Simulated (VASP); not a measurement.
Runs of VASP 6.6.1 on MgO. The structure is that of space group Pm-3m (No. 221), or close to it. The cells are those of the table. 

| level | cell | k mesh | smearing | grid for exact exchange (PRECFOCK) | screening parameter | gap on the mesh (eV) | pressure (GPa) |
| --- | --- | --- | --- | --- | --- | --- | --- |
| PBE | a = 2.556, b = 2.623, c = 2.623 Å, 2 atoms | 10 × 10 × 10 | fermi-dirac 0.02 eV | - | - | 2.66 | (b) |
| HSE06 | a = 2.614 Å, angles 90.4°, 2 atoms | 6 × 6 × 6 | gaussian 0.01 eV | Normal | 0.2079 1/Å | 4.25 | 0.6 |
| PBE | a = 2.614 Å, angles 90.4°, 2 atoms | 10 × 10 × 10 | fermi-dirac 0.02 eV | - | - | 2.73 | (a) |
| r2SCAN | a = 2.556, b = 2.623, c = 2.623 Å, 2 atoms | 10 × 10 × 10 | gaussian 0.01 eV | - | - | 3.49 | 3.2 |
| r2SCAN | a = 2.614 Å, angles 90.4°, 2 atoms | 10 × 10 × 10 | gaussian 0.01 eV | - | - | 3.56 | 0.6 |
| HSE06 | a = 2.556, b = 2.623, c = 2.623 Å, 2 atoms | 6 × 6 × 6 | gaussian 0.01 eV | Normal | 0.2079 1/Å | (c) | 3.2 |

Alike in all rows: task single point; potentials or basis VASP PAW PBE potentials, release 64 (Mg, O); no spin polarisation; cutoff (eV) 520.

Task: Estimate the missing entries.

Result: (a) 7.4; (b) 10.1; (c) 4.21.

Caveats: the PAW data sets were made with another functional, which shifts forces and pressure a little (some runs).

A k mesh can miss the band edges.
